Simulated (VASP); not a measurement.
A run of VASP 6.6.1:

File INCAR:

```
SYSTEM = Ir
ALGO = Normal
EDIFF = 1E-6
ENCUT = 560
GGA = CA
GGA_COMPAT = .False.
ISIF = 2
ISMEAR = 0
LASPH = .True.
LCHARG = .False.
LREAL = .False.
LWAVE = .False.
NBANDS = 14
NELM = 120
PREC = Accurate
SIGMA = 0.15
```

The input KPOINTS:

```
k-points
0
Gamma
  22 22 22
  0 0 0
```

POSCAR

```
Ir
1.0
    0.0000000000      2.2624383394      1.4235262032
    2.2624383394      0.0000000000      1.4235262032
    2.2624383394      2.2624383394      0.0000000000
Ir
1
Direct
    0.0000000000      0.0000000000      0.0000000000
```

Potentials or basis: VASP PAW LDA potentials, release 64 (Ir_sv_GW).

Run with:

```sh
$ cat potpaw_LDA.64/Ir_sv_GW/POTCAR > POTCAR
$ mpirun -np 1 vasp_std > vasp.out
```

Hardware: 1 thread of AMD EPYC 7R43 64-Core Processor (Zen 3), on a shared host.

**Question.** How long does it take, and how much memory?

**Answer.** Wall time 2.7 min on 1 thread of AMD EPYC 7R43 64-Core Processor (Zen 3), with other jobs on the host, peak memory 0.27 GiB. Counts: scf iterations 12, k points 834.
